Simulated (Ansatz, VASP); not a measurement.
# CsSnI3 in VASP and in Ansatz

POSCAR

```
CsSnI3
1.0
    6.2414907048      0.0000000000      0.0000000000
    0.0000000000      6.2414907048      0.0000000000
    0.0000000000      0.0000000000      6.0542459837
Cs Sn I
1 1 3
Direct
    0.0000000000      0.0000000000      0.0000000000
    0.5000000000      0.5000000000      0.5000000000
    0.5000000000      0.5000000000      0.0000000000
    0.5000000000      0.0000000000      0.5000000000
    0.0000000000      0.5000000000      0.5000000000
```

Contents of INCAR.step1:

```
SYSTEM = CsSnI3
  PREC = Accurate
  ENCUT = 520
  EDIFF = 1E-5
  ISMEAR = 0
  SIGMA = 0.01
  LREAL = .False.
  LASPH = .True.
  NELM = 60
  ALGO = Normal
  ISIF = 2
  LWAVE = .True.
  NBANDS = 30
  GGA = PE
```

Contents of INCAR.step2:

```
SYSTEM = CsSnI3
  PREC = Accurate
  ENCUT = 520
  EDIFF = 1E-6
  ISMEAR = 0
  SIGMA = 0.01
  LREAL = .False.
  LASPH = .True.
  NELM = 60
  ALGO = Normal
  ISIF = 2
  LWAVE = .False.
  LCHARG = .True.
  GGA = PE
  LHFCALC = .True.
  HFSCREEN = 0.2079
  PRECFOCK = Fast
  LELF = .True.
  LVHAR = .True.
  NBANDS = 30
  ISTART = 1
```

Contents of KPOINTS:

```
regular mesh
0
Gamma
  2 2 2
  0 0 0
```

Input for Ansatz:

```yaml
crystal:
  lattice:
    - [6.2414907048, 0.0, 0.0]
    - [0.0, 6.2414907048, 0.0]
    - [0.0, 0.0, 6.0542459837]
  atoms:
    - { symbol: Cs, position: [0.0, 0.0, 0.0] }
    - { symbol: Sn, position: [0.5, 0.5, 0.5] }
    - { symbol: I, position: [0.5, 0.5, 0.0] }
    - { symbol: I, position: [0.5, 0.0, 0.5] }
    - { symbol: I, position: [0.0, 0.5, 0.5] }
kpoints:
  mp_grid: { grid: [2, 2, 2] }
  band_path:
    path: [[0.0, 0.0, 0.0], [0.0, 0.5, 0.0], [0.5, 0.5, 0.0], [0.5, 0.5, 0.5]]
    npoints: 1
hamiltonian:
  xc: hse06
scf:
  occupations: { method: fixed }
  n_extra_bands: 5
output:
  forces: true
  stress: true
  eigenvalues: true
```

Change from the starting cell: uniaxial_z strain -3.0%.

Alike in both runs: task single point; functional HSE06; k mesh 2 × 2 × 2; no spin polarisation.

```csv
,VASP,Ansatz
version,VASP 6.6.1,Ansatz 0.2.0
potentials or method,"VASP PAW PBE potentials, release 64 (Cs_sv, Sn_d, I)","plane waves, PAW"
plane-wave cutoff (eV),520,420
occupations,"gaussian, width 0.01 eV",fixed
valence electrons in the cell,44,74
```

```csv
,VASP,Ansatz,Ansatz less VASP
gap on the k mesh at the Fermi level (eV),0.62,0.62,-0.001
pressure (GPa),2.1,2.1,+0.04
"traceless stress, the component that is largest in VASP (GPa)",1.00,1.01,+0.007
```

VASP's potentials hold 44 valence electrons a cell and Ansatz's 74, so a difference there can come from the potentials and not from the codes. Ansatz's warnings: stress exchange threshold loose, stress scf threshold loose.

The k mesh is coarse, so the values compare programs but aren't converged. Spin-orbit coupling is off throughout.
